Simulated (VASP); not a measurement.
Runs of VASP 6.6.1 on AlNi. The structure is that of space group Pm-3m (No. 221), or close to it. The cells are those of the table. 

```csv
level,potentials or basis,cell,gap on the mesh (eV),pressure (GPa)
LDA,"VASP PAW LDA potentials, release 64 (Al, Ni)","a = 2.829, b = 2.829, c = 2.840 Å, 2 atoms",none,0.3
PBE,"VASP PAW PBE potentials, release 64 (Al, Ni)","a = 2.889, b = 2.889, c = 2.901 Å, 2 atoms",none,(a)
PBEsol,"VASP PAW PBE potentials, release 64 (Al, Ni)","a = 2.859, b = 2.859, c = 2.869 Å, 2 atoms",none,-0.1
r2SCAN,"VASP PAW PBE potentials, release 64 (Al, Ni)","a = 2.860, b = 2.860, c = 2.870 Å, 2 atoms",none,-0.2
```

Alike in all rows: task single point; no spin polarisation; k mesh 16 × 16 × 14; cutoff (eV) 520; smearing gaussian 0.1 eV.

Fill in the values left out.

(a) 0.0.

Caveats: the PAW data sets were made with another functional, which shifts forces and pressure a little (at least some runs).

A gap of «none» marks levels without a gap at the run's occupations.
